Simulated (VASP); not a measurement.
# Cd2C (P6mm) in VASP: single point with PBE

Aim: the single point of Cd2C with PBE.

Program: VASP 6.6.1. These are calculated values, not measurements. Logs are shortened: lines on timing, memory, paths and dates and some standing lists are left out, and cuts for length are marked.

## Step 1: The cell of the first run

The structure is hexagonal, space group P6mm (No. 183). Conventional cell: a = 4.678 Å, b = 4.678 Å, c = 2.997 Å, α = 90.00°, β = 90.00°, γ = 120.00°. Cd (site symmetry 3m) has 5 Cd at 2.70 to 3.00 Å and 3 C at 2.70 Å within 3.6 Å. C (site symmetry 6mm) has 6 Cd at 2.70 Å and 2 C at 3.00 Å within 3.6 Å.

The cell was generated, and may not be a known phase.

## Step 2: Single point, PBE

INCAR

```
SYSTEM = Cd2C
  PREC = Accurate
  ENCUT = 700
  EDIFF = 1E-6
  ISMEAR = 0
  SIGMA = 0.1
  LREAL = .FALSE.
  LASPH = .TRUE.
  NELM = 120
  ALGO = Normal
  ISIF = 2
  LWAVE = .FALSE.
  LCHARG = .TRUE.
  GGA = PE
  LELF = .TRUE.
  LVHAR = .TRUE.
  NBANDS = 29
  GGA_COMPAT = .FALSE.
```

KPOINTS

```
regular mesh
0
G
  6 6 6
  0 0 0
```

POSCAR

```
Cd2C
1.0
    4.6781888262      0.0000000000      0.0000000000
   -2.3390944131      4.0514303672      0.0000000000
    0.0000000000      0.0000000000      2.9973329137
Cd C
2 1
Direct
    0.3333333333      0.6666666667      0.9490988426
    0.6666666667      0.3333333333      0.9490988426
    0.0000000000      0.0000000000      0.9522042047
```

Potentials or basis: VASP PAW PBE potentials, release 64 (Cd_sv_GW, C).

Run with:

```sh
> cat potpaw_PBE.64/Cd_sv_GW/POTCAR potpaw_PBE.64/C/POTCAR > POTCAR
> mpirun -np 1 vasp_std > vasp.out
```

OUTCAR:

```text
SYSTEM = Cd2C
   PREC = Accurate
   ENCUT = 700
   EDIFF = 1E-6
   ISMEAR = 0
   LREAL = .FALSE.
   LASPH = .TRUE.
   NELM = 120
   ISIF = 2
   GGA = PE

 ion  position               nearest neighbor table
   1  0.333  0.667  0.949-
   2  0.667  0.333  0.949-
   3  0.000  0.000  0.952-

  LATTYP: Found a hexagonal cell.
 ALAT       =     4.6781888262
 C/A-ratio  =     0.6407037050

  Lattice vectors:

 A1 = (   4.6781888262,   0.0000000000,   0.0000000000)
 A2 = (  -2.3390944131,   4.0514303672,   0.0000000000)
 A3 = (   0.0000000000,   0.0000000000,   2.9973329137)

Analysis of symmetry for initial positions (statically):
=====================================================================
 Subroutine PRICEL returns:
 Original cell was already a primitive cell.

 Routine SETGRP: Setting up the symmetry group for a
 hexagonal supercell.

 Subroutine GETGRP returns: Found 12 space group operations
 (whereof 12 operations were pure point group operations)
 out of a pool of 24 trial point group operations.

The static configuration has the point symmetry C_6v.

Analysis of symmetry for dynamics (positions and initial velocities):
=====================================================================
 Subroutine PRICEL returns:
 Original cell was already a primitive cell.

 Routine SETGRP: Setting up the symmetry group for a
 hexagonal supercell.

 Subroutine GETGRP returns: Found 12 space group operations
 (whereof 12 operations were pure point group operations)
 out of a pool of 24 trial point group operations.

The dynamic configuration has the point symmetry C_6v.

 Subroutine INISYM returns: Found 12 space group operations
 (whereof 12 operations are pure point group operations),
 and found     1 'primitive' translations

----------------------------------------------------------------------------------------

                                     Primitive cell

  volume of cell :      56.8095

  direct lattice vectors                    reciprocal lattice vectors
     4.678188826  0.000000000  0.000000000     0.213757939  0.123413203  0.000000000
    -2.339094413  4.051430367  0.000000000     0.000000000  0.246826407  0.000000000
     0.000000000  0.000000000  2.997332914     0.000000000  0.000000000  0.333629940

  length of vectors
     4.678188826  4.678188826  2.997332914     0.246826407  0.246826407  0.333629940

  position of ions in fractional coordinates (direct lattice)
     0.333333333  0.666666667  0.949098843
     0.666666667  0.333333333  0.949098843
     0.000000000  0.000000000  0.952204205

  ion indices of the primitive-cell ions
   primitive index   ion index
                 1           1
                 2           2
                 3           3

----------------------------------------------------------------------------------------

 KPOINTS: regular mesh

Automatic generation of k-mesh.
 Grid dimensions read from file:
 generate k-points for:    6    6    6

 Generating k-lattice:

  Cartesian coordinates                     Fractional coordinates (reciprocal lattice)
     0.035626323  0.020568867  0.000000000     0.166666667  0.000000000  0.000000000
     0.000000000  0.041137734  0.000000000     0.000000000  0.166666667  0.000000000
     0.000000000  0.000000000  0.055604990     0.000000000  0.000000000  0.166666667

  Length of vectors
     0.041137734  0.041137734  0.055604990

  Shift w.r.t. Gamma in fractional coordinates (k-lattice)
     0.000000000  0.000000000  0.000000000

 Subroutine IBZKPT returns following result:
 ===========================================

 Found     28 irreducible k-points:

 Following reciprocal coordinates:
            Coordinates               Weight
  0.000000  0.000000  0.000000      1.000000
  0.166667 -0.000000  0.000000      6.000000
  0.333333  0.000000  0.000000      6.000000
  0.500000  0.000000  0.000000      3.000000
  0.166667  0.166667  0.000000      6.000000
  0.333333  0.166667  0.000000     12.000000
[... 16 lines left out ...]
  0.166667 -0.000000  0.500000      6.000000
  0.333333  0.000000  0.500000      6.000000
 [... further k-points ...]
   k-points           NKPTS =     28   k-points in BZ     NKDIM =     28   number of bands    NBANDS=     29
   number of dos      NEDOS =    301   number of ions     NIONS =      3
   total plane-waves  NPLWV =  44800
   dimension x,y,z NGX =    40 NGY =   40 NGZ =   28
   dimension x,y,z NGXF=    80 NGYF=   80 NGZF=   56
   ions per type =               2   1
   NGX,Y,Z   is equivalent  to a cutoff of  14.21, 14.21, 15.53 a.u.
   NGXF,Y,Z  is equivalent  to a cutoff of  28.43, 28.43, 31.06 a.u.
 SYSTEM =  Cd2C
   PREC   = accura    normal or accurate (medium, high low for compatibility)
   ISTART =      0    job   : 0-new  1-cont  2-samecut
   ICHARG =      2    charge: 1-file 2-atom 10-const
   ISPIN  =      1    spin polarized calculation?
   LNONCOLLINEAR =      F non collinear calculations
   LSORBIT =      F    spin-orbit coupling
   LASPH  =      T    aspherical Exc in radial PAW
   ENCUT  =  700.0 eV  51.45 Ry    7.17 a.u.  10.09 10.09  6.47*2*pi/ulx,y,z
   NELM   =    120;   NELMIN=  2; NELMDL= -5     # of ELM steps
   EDIFF  = 0.1E-05   stopping-criterion for ELM
   LREAL  =      F    real-space projection
   EDIFFG = 0.1E-04   stopping-criterion for IOM
   NSW    =      0    number of steps for IOM
   IBRION =     -1    ionic relax: 0-MD 1-quasi-New 2-CG
   NFREE  =      0    steps in history (QN), initial steepest desc. (CG)
   ISIF   =      2    stress and relaxation
   ISYM   =      2    0-nonsym 1-usesym 2-fastsym
   POTIM  = 0.5000    time-step for ionic-motion
   TEBEG  =    0.0;   TEEND  =   0.0 temperature during run
   PSTRESS=    0.0 pullay stress
   NELECT =      44.0000    total number of electrons
   NUPDOWN=      -1.0000    fix difference up-down
   EMIN   =  10.00;   EMAX   =-10.00  energy-range for DOS
   EFERMI =   0.00;   METHOD = LEGACY
   ISMEAR =     0;   SIGMA  =   0.10  broadening in eV -4-tet -1-fermi 0-gaus
   EFERMI_NEDOS =   21; number of points for ismear=-14 and -15
   IALGO  =     38    algorithm
   IMIX   =      4    mixing-type and parameters
     AMIX     =   0.40;   BMIX     =  1.00
     AMIX_MAG =   1.60;   BMIX_MAG =  1.00
  volume/ion in A,a.u.               =      18.94       127.79
  Fermi-wavevector in a.u.,A,eV,Ry     =   1.503437  2.841085 30.753576  2.260324
  Thomas-Fermi vector in A             =   2.614548
   LORBIT       =      0    0 simple, 1 ext, 2 COOP (PROOUT), +10 PAW based schemes
   GGA     = PE    functional components
   LHFCALC =     F    Hartree Fock is set to
   AEXX    =    0.0000 exact exchange contribution
   IVDW    =     0    specifies the selected vdW correction
   LEPSILON=     F    determine dielectric tensor
   LRPA    =     F    only Hartree local field effects (RPA)
 non-spin polarized calculation
 Gauss-broadening in eV      SIGMA  =   0.10
  energy-cutoff  :      700.00
  volume of cell :       56.81
 maximum number of plane-waves:      2424
   NGX = 21   NGY = 21   NGZ = 13

 number of electron      44.0000003 magnetization

 Free energy of the ion-electron system (eV)
  ---------------------------------------------------
  ext. energy  EPLUGINS =         0.00000000
  ---------------------------------------------------
  free energy    TOTEN  =        -5.67349511 eV

  energy without entropy =       -5.66153393  energy(sigma->0) =       -5.66751452

 E-fermi :   4.9556     XC(G=0): -10.8054

 val. band max:        4.8994888264   @ k =   0.3333   0.0000   0.3333
 cond. band min:       5.0003069932   @ k =   0.3333   0.1667   0.1667
 fundamental gap:      0.1008181669
 Fermi energy:         4.9556350642

 k-point     1 :       0.0000    0.0000    0.0000
  band No.  band energies     occupation
      1     -97.9611      2.00000
      2     -97.9473      2.00000
      3     -59.0289      2.00000
      4     -59.0217      2.00000
      5     -59.0217      2.00000
      6     -59.0145      2.00000
[... 21 lines left out ...]
     28      15.2287      0.00000
     29      15.7069      0.00000

 k-point     2 :       0.1667   -0.0000    0.0000
  band No.  band energies     occupation
      1     -97.9603      2.00000
      2     -97.9482      2.00000
      3     -59.0280      2.00000
      4     -59.0230      2.00000
      5     -59.0175      2.00000
      6     -59.0153      2.00000
[... 21 lines left out ...]
     28      15.1145      0.00000
     29      15.7399      0.00000

 k-point     3 :       0.3333    0.0000    0.0000
  band No.  band energies     occupation
      1     -97.9582      2.00000
      2     -97.9503      2.00000
      3     -59.0259      2.00000
      4     -59.0256      2.00000
      5     -59.0175      2.00000
      6     -59.0070      2.00000
[... 21 lines left out ...]
     28      14.6909      0.00000
     29      15.9623      0.00000

 k-point     4 :       0.5000    0.0000    0.0000
  band No.  band energies     occupation
      1     -97.9565      2.00000
      2     -97.9520      2.00000
      3     -59.0268      2.00000
      4     -59.0241      2.00000
      5     -59.0193      2.00000
      6     -58.9996      2.00000
[... 21 lines left out ...]
     28      16.2205      0.00000
     29      16.4470      0.00000

 k-point     5 :       0.1667    0.1667    0.0000
  band No.  band energies     occupation
      1     -97.9588      2.00000
      2     -97.9497      2.00000
      3     -59.0265      2.00000
      4     -59.0254      2.00000
      5     -59.0169      2.00000
      6     -59.0093      2.00000
[... 21 lines left out ...]
     28      15.3769      0.00000
     29      15.8996      0.00000
[... 510 lines left out ...]
     28      14.7819      0.00000
     29      14.7821      0.00000

 k-point    22 :       0.0000    0.0000    0.5000
  band No.  band energies     occupation
      1     -97.9593      2.00000
      2     -97.9455      2.00000
      3     -59.0621      2.00000
      4     -59.0464      2.00000
      5     -59.0190      2.00000
      6     -59.0190      2.00000
[... 21 lines left out ...]
     28      12.9401      0.00000
     29      13.7421      0.00000

 k-point    23 :       0.1667   -0.0000    0.5000
  band No.  band energies     occupation
      1     -97.9584      2.00000
      2     -97.9464      2.00000
      3     -59.0612      2.00000
      4     -59.0474      2.00000
      5     -59.0203      2.00000
      6     -59.0148      2.00000
[... 21 lines left out ...]
     28      13.1928      0.00000
     29      13.9061      0.00000

 k-point    24 :       0.3333    0.0000    0.5000
  band No.  band energies     occupation
      1     -97.9563      2.00000
      2     -97.9484      2.00000
      3     -59.0588      2.00000
      4     -59.0498      2.00000
      5     -59.0228      2.00000
      6     -59.0043      2.00000
[... 21 lines left out ...]
     28      12.7208      0.00000
     29      15.1550      0.00000

 [... further k-points ...]

------------------------ aborting loop because EDIFF is reached ----------------------------------------

  FORCE on cell =-STRESS in cart. coord.  units (eV):
  Direction    XX          YY          ZZ          XY          YZ          ZX
  --------------------------------------------------------------------------------------
  -------------------------------------------------------------------------------------
  Total       -0.0195396     -0.0195396     -0.0216867      0.0000000      0.0000000      0.0000000
  in kB       -0.5510669     -0.5510669     -0.6116212      0.0000000      0.0000000      0.0000000
  external PRESSURE =      -0.5712516 kB  Pullay stress =       0.0000000 kB

 VOLUME and BASIS-vectors are now :
 -----------------------------------------------------------------------------
  energy-cutoff  :      700.00
  volume of cell :       56.81
      direct lattice vectors                 reciprocal lattice vectors
     4.678188826  0.000000000  0.000000000     0.213757939  0.123413203  0.000000000
    -2.339094413  4.051430367  0.000000000     0.000000000  0.246826407  0.000000000
     0.000000000  0.000000000  2.997332914     0.000000000  0.000000000  0.333629940

 POSITION                                       TOTAL-FORCE (eV/Angst)
 -----------------------------------------------------------------------------------
     -0.00000      2.70095      2.84477         0.000000      0.000000      0.002585
      2.33909      1.35048      2.84477        -0.000000     -0.000000      0.002585
      0.00000      0.00000      2.85407         0.000000     -0.000000     -0.005169
 -----------------------------------------------------------------------------------
    total drift:                               -0.000000     -0.000000      0.000591

  FREE ENERGIE OF THE ION-ELECTRON SYSTEM (eV)
  ---------------------------------------------------
  free  energy   TOTEN  =        -5.6734951103 eV

  energy  without entropy=       -5.6615339275  energy(sigma->0) =       -5.66751452
```

It took 62 s on 1 thread of Intel Xeon Platinum 8488C (Sapphire Rapids), shared host; peak memory 0.24 GiB.

Results:

```yaml
Free_energy: -5.6735 eV
Pressure: -0.1 GPa
Largest_force: 0.005 eV/Å
Band_gap_on_the_k_mesh: zero (bands 22 and 23 overlap by 2.22 eV)
```

Forces on the atoms (eV/Å):
```
Cd   0.000  0.000  0.003
Cd   0.000  0.000  0.003
C    0.000  0.000 -0.005
```

The gap in the log of VASP goes by the Fermi energy; the results here count the filled bands.